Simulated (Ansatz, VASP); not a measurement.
## Sn3Br in VASP and in Ansatz

The input INCAR:

```
PREC = Accurate
ENCUT = 600
EDIFF = 1E-6
ISMEAR = 0
SIGMA = 0.1
LREAL = F
LASPH = T
NELM = 80
ALGO = Normal
ISIF = 3
LWAVE = F
LCHARG = F
GGA = PE
IBRION = 2
NSW = 90
EDIFFG = -0.04
```

Contents of KPOINTS:

```
Automatic mesh
0
Gamma
  4 4 4
```

POSCAR

```
Sn3Br
1.0
    4.6634127200      0.0000000000      0.0000000000
    0.0000000000      4.6634127200      0.0000000000
    0.0000000000      0.0000000000      4.6634127200
Sn Br
3 1
Direct
    0.0000000000      0.5000000000      0.5000000000
    0.5000000000      0.5000000000      0.0000000000
    0.5000000000      0.0000000000      0.5000000000
    0.0000000000      0.0000000000      0.0000000000
```

Input for Ansatz:

```yaml
crystal:
  lattice:
    - [4.66341272, 0.0, 0.0]
    - [0.0, 4.66341272, 0.0]
    - [0.0, 0.0, 4.66341272]
  atoms:
    - { symbol: Sn, position: [0.0, 0.5, 0.5] }
    - { symbol: Sn, position: [0.5, 0.5, 0.0] }
    - { symbol: Sn, position: [0.5, 0.0, 0.5] }
    - { symbol: Br, position: [0.0, 0.0, 0.0] }
basis:
  ecutwfc: 420
kpoints:
  mp_grid: { grid: [4, 4, 4] }
hamiltonian:
  xc: pbe
scf:
  occupations: { method: gaussian, width: 0.1 }
  lower_state_search: "off"
output:
  forces: true
  stress: true
  eigenvalues: true
relax:
  adjacent_minimum: "off"
  f_tol: 0.04
  max_steps: 70
  cell: { stress_tol: 0.4 }
```

Change from the starting cell: species swapped into the LuTl3 type (Pm-3m, No. 221).

Alike in both runs: task relaxation of cell and atoms; functional PBE; k mesh 4 × 4 × 4; occupations gaussian, width 0.1 eV; no spin polarisation.

|  | VASP | Ansatz |
| --- | --- | --- |
| version | VASP 6.6.1 | Ansatz 0.2.0 |
| potentials or method | VASP PAW PBE potentials, release 64 (Sn_d, Br), cutoff 600 eV | scalar-relativistic, plane waves, PAW |
| valence electrons in the cell | 49 | 49 |

|  | VASP | Ansatz | Ansatz less VASP |
| --- | --- | --- | --- |
| gap on the k mesh at the Fermi level, each at its own relaxed structure (eV) | none | none | - |
| relaxed volume (Å³/atom) | 28.31 | 28.53 | +0.221 |
| relaxed cell length with the largest relative difference (Å) | 4.838 | 4.850 | +0.0126 |

A gap of «none» marks a metal or a gap that the smearing closes.
